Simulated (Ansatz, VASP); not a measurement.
Two plane-wave programs on KF

INCAR

```
PREC = Accurate
ENCUT = 520
EDIFF = 1E-6
ISMEAR = 0
SIGMA = 0.1
LREAL = F
LASPH = T
NELM = 150
ALGO = Normal
ISIF = 2
LWAVE = F
LCHARG = F
ISPIN = 2
MAGMOM = 0 0.1
LORBIT = 11
GGA = PE
NBANDS = 19
```

KPOINTS

```
regular mesh
0
Gamma
  8 8 8
```

File POSCAR:

```
KF
1.0
    3.2589550000      0.0000000000      0.0000000000
    0.0000000000      3.2589550000      0.0000000000
    0.0000000000      0.0000000000      3.2589550000
K F
1 1
Direct
    0.0000000000      0.0000000000      0.0000000000
    0.5000000000      0.5000000000      0.5000000000
```

Input for Ansatz:

```yaml
crystal:
  lattice:
    - [3.258955, 0.0, 0.0]
    - [0.0, 3.258955, 0.0]
    - [0.0, 0.0, 3.258955]
  atoms:
    - { symbol: K, position: [0.0, 0.0, 0.0] }
    - { symbol: F, position: [0.5, 0.5, 0.5], spin: 0.1 }
basis:
  ecutwfc: 420
kpoints:
  mp_grid: { grid: [8, 8, 8] }
hamiltonian:
  xc: pbe
scf:
  occupations: { method: gaussian, width: 0.1 }
  lower_state_search: "off"
output:
  forces: true
  stress: true
  eigenvalues: true
  populations: true
magnetization:
  spin_polarized: true
```

Alike in both runs: task single point; functional PBE; k mesh 8 × 8 × 8; occupations gaussian, width 0.1 eV; collinear spin.

|  | VASP | Ansatz |
| --- | --- | --- |
| version | VASP 6.6.1 | Ansatz 0.2.0 |
| potentials or method | VASP PAW PBE potentials, release 64 (K_sv, F), cutoff 520 eV | scalar-relativistic, plane waves, PAW |
| valence electrons in the cell | 16 | 16 |

|  | VASP | Ansatz | Ansatz less VASP |
| --- | --- | --- | --- |
| gap on the k mesh at the Fermi level (eV) | 6.26 | 6.27 | +0.017 |
| least direct gap on the mesh (eV) | 6.31 | 6.32 | +0.015 |
| pressure (GPa) | 0.0 | 0.0 | -0.01 |
| net moment per atom (μB) | 0.00 | 0.00 | 0.000 |

Ansatz's warnings: seeded moment not kept.
